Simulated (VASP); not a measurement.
# PbS (Fm-3m) in VASP: a series of runs

Runs on PbS. Level: r2SCAN. Tasks: single point.

Everything below comes from runs of VASP 6.6.1. Logs are shortened: lines on timing, memory, paths and dates and some standing lists are left out, and cuts for length are marked.

**1. The cell of the first run**

The structure is cubic, space group Fm-3m (No. 225). The conventional cell has a = 5.855 Å, b = 5.855 Å, c = 5.855 Å, α = 90.00°, β = 90.00°, γ = 90.00°. Within 3.9 Å of Pb (site symmetry m-3m) lie 6 S at 2.93 Å. S (site symmetry m-3m) has 6 Pb at 2.93 Å within 3.9 Å.

**2. Single point, r2SCAN, non-collinear spin, zero start, spin-orbit coupling (strain -2.0%)**

The input, POSCAR:

```
PbS
1.0
    0.0000000000      2.9274880227      2.9274880227
    2.9274880227      0.0000000000      2.9274880227
    2.9274880227      2.9274880227      0.0000000000
Pb S
1 1
Direct
    0.0000000000      0.0000000000      0.0000000000
    0.5000000000      0.5000000000      0.5000000000
```

The input, INCAR.step1:

```
  PREC = Accurate
  ENCUT = 520
  ISMEAR = -1
  SIGMA = 0.02
  LREAL = False
  LASPH = True
  NELM = 150
  MAGMOM = 0 0 0 0 0 0
  LSORBIT = True
  GGA_COMPAT = False
  NBANDS = 32
  GGA = PE
  ALGO = Normal
  EDIFF = 1E-4
  LWAVE = True
  LCHARG = False
```

The input, INCAR.step2:

```
  PREC = Accurate
  ENCUT = 520
  EDIFF = 1E-7
  ISMEAR = -1
  SIGMA = 0.02
  LREAL = False
  LASPH = True
  NELM = 150
  ALGO = Normal
  ISIF = 2
  LWAVE = False
  LCHARG = False
  MAGMOM = 0 0 0 0 0 0
  LORBIT = 11
  LSORBIT = True
  GGA_COMPAT = False
  LORBMOM = True
  METAGGA = R2SCAN
  LMIXTAU = True
  NBANDS = 32
  ISTART = 1
```

The input, KPOINTS:

```
Automatic mesh
0
Gamma
  8 8 8
```

Potentials or basis: VASP PAW PBE potentials, release 64 (Pb_d, S).

On the command line:

```sh
> cat potpaw_PBE.64/Pb_d/POTCAR potpaw_PBE.64/S/POTCAR > POTCAR
> cp INCAR.step1 INCAR
> mpirun -np 1 vasp_ncl > vasp.out
> cp INCAR.step2 INCAR
> mpirun -np 1 vasp_ncl > vasp.out
```

OUTCAR:

```text
PREC = Accurate
   ENCUT = 520
   EDIFF = 1E-7
   ISMEAR = -1
   LREAL = False
   LASPH = True
   NELM = 150
   ISIF = 2
   LORBIT = 11
   LSORBIT = True
   METAGGA = R2SCAN
   ISTART = 1

 ion  position               nearest neighbor table
   1  0.000  0.000  0.000-   2 2.93   2 2.93   2 2.93   2 2.93   2 2.93   2 2.93
   2  0.500  0.500  0.500-   1 2.93   1 2.93   1 2.93   1 2.93   1 2.93   1 2.93

  LATTYP: Found a face centered cubic cell.
 ALAT       =     5.8549760454

  Lattice vectors:

 A1 = (   0.0000000000,   2.9274880227,   2.9274880227)
 A2 = (   2.9274880227,   0.0000000000,   2.9274880227)
 A3 = (   2.9274880227,   2.9274880227,   0.0000000000)

Analysis of symmetry for initial positions (statically):
=====================================================================
 Subroutine PRICEL returns:
 Original cell was already a primitive cell.

 Routine SETGRP: Setting up the symmetry group for a
 face centered cubic supercell.

 Subroutine GETGRP returns: Found 48 space group operations
 (whereof 48 operations were pure point group operations)
 out of a pool of 48 trial point group operations.

The static configuration has the point symmetry O_h .

Analysis of symmetry for dynamics (positions and initial velocities):
=====================================================================
 Subroutine PRICEL returns:
 Original cell was already a primitive cell.

 Routine SETGRP: Setting up the symmetry group for a
 face centered cubic supercell.

 Subroutine GETGRP returns: Found 48 space group operations
 (whereof 48 operations were pure point group operations)
 out of a pool of 48 trial point group operations.

The dynamic configuration has the point symmetry O_h .

Analysis of structural, dynamic, and magnetic symmetry:
=====================================================================
 Subroutine PRICEL returns:
 Original cell was already a primitive cell.

 Routine SETGRP: Setting up the symmetry group for a
 face centered cubic supercell.

 Subroutine GETGRP returns: Found 48 space group operations
 (whereof 48 operations were pure point group operations)
 out of a pool of 48 trial point group operations.

The overall configuration has the point symmetry O_h .

 Subroutine INISYM returns: Found 48 space group operations
 (whereof 48 operations are pure point group operations),
 and found     1 'primitive' translations

----------------------------------------------------------------------------------------

                                     Primitive cell

  volume of cell :      50.1782

  direct lattice vectors                    reciprocal lattice vectors
     0.000000000  2.927488023  2.927488023    -0.170794892  0.170794892  0.170794892
     2.927488023  0.000000000  2.927488023     0.170794892 -0.170794892  0.170794892
     2.927488023  2.927488023  0.000000000     0.170794892  0.170794892 -0.170794892

  length of vectors
     4.140093265  4.140093265  4.140093265     0.295825430  0.295825430  0.295825430

  position of ions in fractional coordinates (direct lattice)
     0.000000000  0.000000000  0.000000000
     0.500000000  0.500000000  0.500000000

  ion indices of the primitive-cell ions
   primitive index   ion index
                 1           1
                 2           2

----------------------------------------------------------------------------------------

 KPOINTS: Automatic mesh

Automatic generation of k-mesh.
 Grid dimensions read from file:
 generate k-points for:    8    8    8

 Generating k-lattice:

  Cartesian coordinates                     Fractional coordinates (reciprocal lattice)
    -0.021349361  0.021349361  0.021349361     0.125000000  0.000000000  0.000000000
[... 96 lines left out ...]

 number of electron      19.9999996 magnetization      -0.0000000     -0.0000000     -0.0000000

 number of electron      19.9999996 magnetization      -0.0000000      0.0000000      0.0000000

 number of electron      19.9999996 magnetization      -0.0000000      0.0000000     -0.0000000

 Free energy of the ion-electron system (eV)
  ---------------------------------------------------
  ext. energy  EPLUGINS =         0.00000000
  ---------------------------------------------------
  free energy    TOTEN  =       -65.93477721 eV

  energy without entropy =      -65.93457289  energy(sigma->0) =      -65.93467505

 E-fermi :   6.3220     XC(G=0): -10.4572

 val. band max:        6.2782297539   @ k =   0.5000   0.0000   0.0000
 cond. band min:       6.3657522175   @ k =   0.5000   0.0000   0.0000
 fundamental gap:      0.0875224637
 Fermi energy:         6.3219909860

 k-point     1 :       0.0000    0.0000    0.0000
  band No.  band energies     occupation
      1     -12.7762      1.00000
      2     -12.7762      1.00000
      3     -12.7762      1.00000
      4     -12.7762      1.00000
      5     -10.2214      1.00000
      6     -10.2214      1.00000
[... 829 lines left out ...]
     31      17.6437      0.00000
     32      17.6437      0.00000

 [... further k-points ...]

------------------------ aborting loop because EDIFF is reached ----------------------------------------

  FORCE on cell =-STRESS in cart. coord.  units (eV):
  Direction    XX          YY          ZZ          XY          YZ          ZX
  --------------------------------------------------------------------------------------
  -------------------------------------------------------------------------------------
  Total        1.1370030      1.1370030      1.1370030      0.0000000     -0.0000000     -0.0000000
  in kB       36.3041965     36.3041965     36.3041965      0.0000000     -0.0000000     -0.0000000
  external PRESSURE =      36.3041965 kB  Pullay stress =       0.0000000 kB

 VOLUME and BASIS-vectors are now :
 -----------------------------------------------------------------------------
  energy-cutoff  :      520.00
  volume of cell :       50.18
      direct lattice vectors                 reciprocal lattice vectors
     0.000000000  2.927488023  2.927488023    -0.170794892  0.170794892  0.170794892
     2.927488023  0.000000000  2.927488023     0.170794892 -0.170794892  0.170794892
     2.927488023  2.927488023  0.000000000     0.170794892  0.170794892 -0.170794892

 POSITION                                       TOTAL-FORCE (eV/Angst)
 -----------------------------------------------------------------------------------
      0.00000      0.00000      0.00000         0.000000     -0.000000      0.000000
      2.92749      2.92749      2.92749        -0.000000      0.000000     -0.000000
 -----------------------------------------------------------------------------------
    total drift:                                0.000000     -0.000000     -0.000000

  FREE ENERGIE OF THE ION-ELECTRON SYSTEM (eV)
  ---------------------------------------------------
  free  energy   TOTEN  =       -65.9347772052 eV

  energy  without entropy=      -65.9345728941  energy(sigma->0) =      -65.93467505

 orbital moment (x)

 # of ion     p       d       tot
 ----------------------------------------
  1        -0.000  -0.000  -0.000
  2        -0.000   0.000  -0.000
 ----------------------------------------
           -0.000  -0.000  -0.000

 orbital moment (y)

 # of ion     p       d       tot
 ----------------------------------------
  1        -0.000  -0.000  -0.000
  2        -0.000   0.000  -0.000
 ----------------------------------------
           -0.000  -0.000  -0.000

 orbital moment (z)

 # of ion     p       d       tot
 ----------------------------------------
  1         0.000  -0.000  -0.000
  2         0.000   0.000   0.000
 ----------------------------------------
            0.000  -0.000  -0.000

 Spin-Orbit-Coupling matrix elements

 Ion:    1  E_soc:     -0.7494796
 l=   1
     0.0000000    -0.0602361    -0.0602361
    -0.0602361     0.0000000    -0.0602361
    -0.0602361    -0.0602361     0.0000000
 l=   2
     0.0000000    -0.0130535     0.0000000    -0.0130535    -0.0516236
    -0.0130535     0.0000000    -0.0387177    -0.0130535    -0.0129059
     0.0000000    -0.0387177     0.0000000    -0.0387177     0.0000000
    -0.0130535    -0.0130535    -0.0387177     0.0000000    -0.0129059
    -0.0516236    -0.0129059     0.0000000    -0.0129059     0.0000000
 l=   3
     0.0000000     0.0000000     0.0000000     0.0000000     0.0000000     0.0000000     0.0000000
     0.0000000     0.0000000     0.0000000     0.0000000     0.0000000     0.0000000     0.0000000
     0.0000000     0.0000000     0.0000000     0.0000000     0.0000000     0.0000000     0.0000000
     0.0000000     0.0000000     0.0000000     0.0000000     0.0000000     0.0000000     0.0000000
     0.0000000     0.0000000     0.0000000     0.0000000     0.0000000     0.0000000     0.0000000
     0.0000000     0.0000000     0.0000000     0.0000000     0.0000000     0.0000000     0.0000000
     0.0000000     0.0000000     0.0000000     0.0000000     0.0000000     0.0000000     0.0000000

 Ion:    2  E_soc:     -0.0037180
 l=   1
     0.0000000    -0.0006197    -0.0006197
    -0.0006197     0.0000000    -0.0006197
    -0.0006197    -0.0006197     0.0000000
 l=   2
     0.0000000     0.0000000     0.0000000     0.0000000     0.0000000
     0.0000000     0.0000000     0.0000000     0.0000000     0.0000000
     0.0000000     0.0000000     0.0000000     0.0000000     0.0000000
     0.0000000     0.0000000     0.0000000     0.0000000     0.0000000
     0.0000000     0.0000000     0.0000000     0.0000000     0.0000000
 l=   3
     0.0000000     0.0000000     0.0000000     0.0000000     0.0000000     0.0000000     0.0000000
     0.0000000     0.0000000     0.0000000     0.0000000     0.0000000     0.0000000     0.0000000
     0.0000000     0.0000000     0.0000000     0.0000000     0.0000000     0.0000000     0.0000000
     0.0000000     0.0000000     0.0000000     0.0000000     0.0000000     0.0000000     0.0000000
     0.0000000     0.0000000     0.0000000     0.0000000     0.0000000     0.0000000     0.0000000
     0.0000000     0.0000000     0.0000000     0.0000000     0.0000000     0.0000000     0.0000000
     0.0000000     0.0000000     0.0000000     0.0000000     0.0000000     0.0000000     0.0000000

 total charge

# of ion       s       p       d       tot
------------------------------------------
    1        1.479   0.530   9.846  11.855
    2        1.341   2.371   0.000   3.712
--------------------------------------------------
tot          2.820   2.901   9.846  15.567

 magnetization (x)

# of ion       s       p       d       tot
------------------------------------------
    1        0.000  -0.000   0.000   0.000
    2        0.000   0.000   0.000   0.000
--------------------------------------------------
tot          0.000   0.000   0.000   0.000

 magnetization (y)

# of ion       s       p       d       tot
------------------------------------------
    1        0.000   0.000   0.000   0.000
    2        0.000  -0.000   0.000  -0.000
--------------------------------------------------
tot          0.000  -0.000   0.000   0.000

 magnetization (z)

# of ion       s       p       d       tot
------------------------------------------
    1        0.000   0.000   0.000   0.000
    2        0.000  -0.000   0.000  -0.000
--------------------------------------------------
tot          0.000   0.000   0.000   0.000
```

It took 6.9 min on 1 thread of Intel Xeon Platinum 8375C at 2.90GHz (Ice Lake), shared host; peak memory 0.41 GiB.

Results:

```yaml
Free_energy: -65.9348 eV
Pressure: 3.6 GPa
Net_moment: 0.00 μB per cell
Valence_electrons_inside_the_program's_atomic_spheres: Pb 11.86; S 3.71
```

Moments on the atoms (μB; x, y, z):
```
Pb  0.00 0.00 0.00
S   0.00 0.00 0.00
```

Caveat: the cell differs from its parent crystal (strain -2.0%); the cell stands under pressure; the PAW data sets were made with another functional, which shifts forces and pressure a little.

**3. Single point, r2SCAN, non-collinear spin, zero start, spin-orbit coupling (strain -1.0%)**

The input, POSCAR:

```
PbS
1.0
    0.0000000000      2.9573603494      2.9573603494
    2.9573603494      0.0000000000      2.9573603494
    2.9573603494      2.9573603494      0.0000000000
Pb S
1 1
Direct
    0.0000000000      0.0000000000      0.0000000000
    0.5000000000      0.5000000000      0.5000000000
```

The input, INCAR.step1:

```
SYSTEM = PbS
  PREC = Accurate
  ENCUT = 520
  ISMEAR = -1
  SIGMA = 0.02
  LREAL = .FALSE.
  LASPH = .TRUE.
  NELM = 150
  MAGMOM = 0 0 0 0 0 0
  LSORBIT = .TRUE.
  GGA_COMPAT = .FALSE.
  NBANDS = 32
  GGA = PE
  ALGO = Normal
  EDIFF = 1E-4
  LWAVE = .TRUE.
  LCHARG = .FALSE.
```

The input, INCAR.step2:

```
SYSTEM = PbS
  PREC = Accurate
  ENCUT = 520
  EDIFF = 1E-6
  ISMEAR = -1
  SIGMA = 0.02
  LREAL = .FALSE.
  LASPH = .TRUE.
  NELM = 150
  ALGO = Normal
  ISIF = 2
  LWAVE = .FALSE.
  LCHARG = .FALSE.
  MAGMOM = 0 0 0 0 0 0
  LORBIT = 11
  LSORBIT = .TRUE.
  GGA_COMPAT = .FALSE.
  LORBMOM = .TRUE.
  METAGGA = R2SCAN
  LMIXTAU = .TRUE.
  NBANDS = 32
  ISTART = 1
```

The input, KPOINTS:

```
regular mesh
0
G
  8 8 8
  0 0 0
```

Potentials or basis: VASP PAW PBE potentials, release 64 (Pb_d, S).

On the command line:

```sh
> cat potpaw_PBE.64/Pb_d/POTCAR potpaw_PBE.64/S/POTCAR > POTCAR
> cp INCAR.step1 INCAR
> mpirun -np 1 vasp_ncl > vasp.out
> cp INCAR.step2 INCAR
> mpirun -np 1 vasp_ncl > vasp.out
```

Run time: 6.3 min. Hardware: 1 thread of Intel Xeon Platinum 8375C at 2.90GHz (Ice Lake), shared host; peak memory 0.4 GiB.

It converged, with:

- Free energy: -65.9605 eV
- Pressure: 1.6 GPa
- Net moment: 0.00 μB per cell
- Valence electrons inside the program's atomic spheres: Pb 11.83; S 3.70

Moments on the atoms (μB; x, y, z):
```
Pb  0.00 0.00 0.00
S   0.00 0.00 0.00
```

Caveat: the cell differs from its parent crystal (strain -1.0%); the PAW data sets were made with another functional, which shifts forces and pressure a little.

**4. Single point, r2SCAN, non-collinear spin, zero start, spin-orbit coupling (strain +1.0%)**

The input, POSCAR:

```
PbS
1.0
    0.0000000000      3.0171050030      3.0171050030
    3.0171050030      0.0000000000      3.0171050030
    3.0171050030      3.0171050030      0.0000000000
Pb S
1 1
Direct
    0.0000000000      0.0000000000      0.0000000000
    0.5000000000      0.5000000000      0.5000000000
```

Edit INCAR.step1 of step 3 so:

```diff
@@ -8,2 +8,3 @@
   NELM = 150
+  LNONCOLLINEAR = .TRUE.
   MAGMOM = 0 0 0 0 0 0
```

Edit INCAR.step2 of step 3 so:

```diff
@@ -3,3 +3,3 @@
   ENCUT = 520
-  EDIFF = 1E-6
+  EDIFF = 1E-7
   ISMEAR = -1
@@ -13,2 +13,3 @@
   LCHARG = .FALSE.
+  LNONCOLLINEAR = .TRUE.
   MAGMOM = 0 0 0 0 0 0
```

The input, KPOINTS:

```
Automatic mesh
0
G
  8 8 8
  0 0 0
```

On the command line:

```sh
> cat potpaw_PBE.64/Pb_d/POTCAR potpaw_PBE.64/S/POTCAR > POTCAR
> cp INCAR.step1 INCAR
> mpirun -np 1 vasp_ncl > vasp.out
> cp INCAR.step2 INCAR
> mpirun -np 1 vasp_ncl > vasp.out
```

Run time: 7.8 min. Hardware: 1 thread of Intel Xeon Platinum 8375C at 2.90GHz (Ice Lake), shared host; peak memory 0.4 GiB.

The run converged. Its results:

| Item | Value |
| --- | --- |
| Free energy | -65.9575 eV |
| Pressure | -1.8 GPa |
| Net moment | 0.00 μB per cell |
| Valence electrons inside the program's atomic spheres | Pb 11.80; S 3.69 |

Moments on the atoms (μB; x, y, z):
```
Pb  0.00 0.00 0.00
S   0.00 0.00 0.00
```

Caveat: the cell differs from its parent crystal (strain +1.0%); the PAW data sets were made with another functional, which shifts forces and pressure a little.

**5. Summary**

| cell | pressure (GPa) | moment (μB) |
| --- | --- | --- |
| a = 4.140 Å, angles 60.0°, 2 atoms | 3.6 | 0.00 |
| a = 4.182 Å, angles 60.0°, 2 atoms | 1.6 | 0.00 |
| a = 4.267 Å, angles 60.0°, 2 atoms | -1.8 | 0.00 |

Alike in all rows: task single point; level r2SCAN; potentials or basis VASP PAW PBE potentials, release 64 (Pb_d, S); spin non-collinear, zero start, SOC; k mesh 8 × 8 × 8; cutoff (eV) 520; smearing fermi-dirac 0.02 eV.

Caveats: the PAW data sets were made with another functional, which shifts forces and pressure a little; the cell stands under pressure (at least some runs).

Total energies depend on the potentials used, so only differences within one code and one set of settings carry meaning.
